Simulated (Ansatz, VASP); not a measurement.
## Cd3InO in VASP and in Ansatz

File INCAR:

```
SYSTEM = Cd3InO
PREC = Accurate ; ENCUT = 520
EDIFF = 1E-6 ; ISMEAR = 0
SIGMA = 0.1 ; LREAL = .FALSE.
LASPH = .TRUE. ; NELM = 150
ALGO = Normal ; ISIF = 2
LWAVE = .FALSE. ; LCHARG = .FALSE.
ISPIN = 2 ; MAGMOM = 0 0 0 0 1
LORBIT = 11 ; GGA = PE
NBANDS = 40
```

The input KPOINTS:

```
regular mesh
0
G
  4 4 4
  0 0 0
```

File POSCAR:

```
Cd3InO
1.0
    4.6357090500      0.0000000000      0.0000000000
    0.0000000000      4.6357090500      0.0000000000
    0.0000000000      0.0000000000      4.6357090500
Cd In O
3 1 1
Direct
    0.0000000000      0.0000000000      0.5000000000
    0.5000000000      0.0000000000      0.0000000000
    0.0000000000      0.5000000000      0.0000000000
    0.0000000000      0.0000000000      0.0000000000
    0.5000000000      0.5000000000      0.5000000000
```

Input for Ansatz:

```yaml
crystal:
  lattice:
    - [4.63570905, 0.0, 0.0]
    - [0.0, 4.63570905, 0.0]
    - [0.0, 0.0, 4.63570905]
  atoms:
    - { symbol: Cd, position: [0.0, 0.0, 0.5] }
    - { symbol: Cd, position: [0.5, 0.0, 0.0] }
    - { symbol: Cd, position: [0.0, 0.5, 0.0] }
    - { symbol: In, position: [0.0, 0.0, 0.0] }
    - { symbol: O, position: [0.5, 0.5, 0.5], spin: 1.0 }
basis:
  ecutwfc: 420
kpoints:
  mp_grid: { grid: [4, 4, 4] }
hamiltonian:
  xc: pbe
scf:
  occupations: { method: gaussian, width: 0.1 }
  lower_state_search: "off"
output:
  forces: true
  stress: true
  eigenvalues: true
  populations: true
magnetization:
  spin_polarized: true
```

Change from the starting cell: species swapped into the CsAuBr3 type (Pm-3m, No. 221).

Alike in both runs: task single point; functional PBE; k mesh 4 × 4 × 4; occupations gaussian, width 0.1 eV; collinear spin.

|  | VASP | Ansatz |
| --- | --- | --- |
| version | VASP 6.6.1 | Ansatz 0.2.0 |
| potentials or method | VASP PAW PBE potentials, release 64 (Cd, In_d, O), cutoff 520 eV | scalar-relativistic, plane waves, PAW |
| valence electrons in the cell | 55 | 79 |

|  | VASP | Ansatz | Ansatz less VASP |
| --- | --- | --- | --- |
| gap on the k mesh at the Fermi level (eV) | none | none | - |
| net moment per atom (μB) | 0.18 | 0.18 | 0.000 |
| size of the moment on the site where the two differ most (μB) | 0.61 | 0.75 | +0.136 |

Site moments also hang on the region over which each program counts them. A gap of «none» marks a metal or a gap that the smearing closes. With one functional, cell and mesh, what is left measures potentials, basis and numerics. VASP's potentials hold 55 valence electrons a cell and Ansatz's 79, so a difference there can come from the potentials and not from the codes.
